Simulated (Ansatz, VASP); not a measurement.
**MgO: VASP beside Ansatz**

```
Mg O
1.0
     2.93802    0.00000    0.00000
    -1.46901    2.54440    0.00000
     0.00000    0.00000    2.67968
Mg O
1 1
Direct
  0.00000 0.00000 0.00000
  0.33333 0.66667 0.50000
```

Alike in both runs: task single point; functional LDA; k mesh 6 × 6 × 6; occupations fermi-dirac, width 0.02 eV; no spin polarisation.

```csv
,VASP,Ansatz
version,VASP 6.6.1,Ansatz 0.2.0
potentials or method,"VASP PAW LDA potentials, release 64 (Mg, O), cutoff 600 eV","scalar-relativistic, plane waves, PAW"
valence electrons in the cell,8,16
```

```tsv
	VASP	Ansatz	Ansatz less VASP
gap on the k mesh at the Fermi level (eV)	2.94	2.95	+0.001
least direct gap on the mesh (eV)	3.35	3.35	-0.001
pressure (GPa)	-11.2	-9.4	+1.82
traceless stress, the component that is largest in VASP (GPa)	-1.06	-0.84	+0.219
```

LDA's correlation is that of Perdew and Zunger in VASP and of Perdew and Wang (1992) in Ansatz. VASP's potentials hold 8 valence electrons a cell and Ansatz's 16, so a difference there can come from the potentials and not from the codes.
